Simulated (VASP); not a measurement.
**Sb5S2: single point with PBE**

The system is Sb5S2.

```
Sb S
1.0
    -2.06081    3.56942    0.00000
    -4.12161    0.00000    0.00000
    -2.06081    1.18981   13.33634
Sb S
5 2
Direct
  0.00000 0.00000 0.00000
  0.57403 0.57403 0.27792
  0.42597 0.42597 0.72208
  0.86614 0.86614 0.40159
  0.13386 0.13386 0.59841
  0.29593 0.29593 0.11221
  0.70407 0.70407 0.88779
```

```
Program                : VASP 6.6.1
Task                   : single point
Functional             : PBE
Potentials or basis    : VASP PAW PBE potentials, release 64 (Sb, S)
Cutoff                 : 520 eV
k mesh                 : 6 × 6 × 6
Occupations            : gaussian, width 0.2 eV
Spin                   : no spin polarisation
Dipole correction      : no
Further INCAR settings : ALGO = Normal; EDIFF = 1e-06; NBANDS = 28
```

```json
{
  "Pressure": "-0.1 GPa",
  "Largest force": "0.070 eV/Å"
}
```

Forces on the atoms (eV/Å):
```
Sb   0.000  0.000  0.000
Sb   0.000  0.000 -0.070
Sb   0.000  0.000  0.070
Sb   0.000  0.000  0.065
Sb   0.000  0.000 -0.065
S    0.000  0.000  0.032
S    0.000  0.000 -0.032
```

Stress tensor (GPa, compression positive):
```
 0.06  0.00  0.00
 0.00  0.06  0.00
 0.00  0.00 -0.38
```

Levels at points of the mesh, in eV from the Fermi level:
```tsv
k point	band 14	band 15	band 16	band 17	band 18	band 19	band 20	band 21	band 22	band 23
(0.00, 0.00, 0.00)	-0.34	-0.34	-0.22	-0.22	-0.01	0.15	1.75	1.75	1.90	2.08
(0.50, 0.00, 0.00)	-2.42	-1.50	-1.47	-1.47	-0.70	-0.34	1.42	1.94	2.21	2.64
(0.50, 0.50, 0.00)	-2.25	-2.01	-1.89	-1.39	-1.08	0.25	1.06	2.06	2.37	2.39
(0.00, 0.00, 0.50)	-0.48	-0.38	-0.38	-0.16	-0.16	0.63	1.53	1.53	1.56	2.26
```

Run time: 110 s on 1 thread of AMD EPYC 9R45 96-Core Processor (Zen 5), with other jobs on the host, peak memory 0.36 GiB.

Caveat: spin-orbit coupling is left out, which moves the levels of the heavy elements.
